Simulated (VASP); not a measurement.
A run of VASP 6.6.1 is set up as follows.

Contents of INCAR:

```
PREC     = Accurate       # precision mode
ENCUT    = 400            # plane-wave cutoff, eV
EDIFF    = 1E-6           # SCF threshold, eV
ISMEAR   = 0              # smearing method
SIGMA    = 0.03           # smearing width, eV
LREAL    = False          # projectors in reciprocal space
LASPH    = True           # aspherical terms in the spheres
NELM     = 120            # most SCF steps
ALGO     = Normal         # electronic algorithm
ISIF     = 2              # what is computed and relaxed
LWAVE    = False          # write WAVECAR
LCHARG   = False          # write CHGCAR
LDIPOL   = True         
IDIPOL   = 3            
DIPOL    = 0.5 0.5 0.289
GGA      = PE             # functional
IVDW     = 12             # dispersion correction
NBANDS   = 12             # bands
GGA_COMPAT= False        
NELMDL   = -8
```

Contents of KPOINTS:

```
Automatic mesh
0
Gamma
  12 12 1
```

Contents of POSCAR:

```
As
1.0
    3.5708954739      0.0000000000      0.0000000000
   -1.7854477369      3.0924861946      0.0000000000
    0.0000000000      0.0000000000     26.6000000028
As
2
Direct
    0.3333333333      0.6666666667      0.2631908320
    0.6666666667      0.3333333333      0.3157565363
```

Potentials or basis: VASP PAW PBE potentials, release 64 (As).

The run is started by

```console
$ cat potpaw_PBE.64/As/POTCAR > POTCAR
$ mpirun -np 1 vasp_std > vasp.out
```

(1) What does it give for the dispersion energy per atom?

(2) Estimate the band gap on the k mesh.

Answers

(1) -0.212 eV.

(2) 1.55 eV, indirect (least direct gap 2.04 eV).
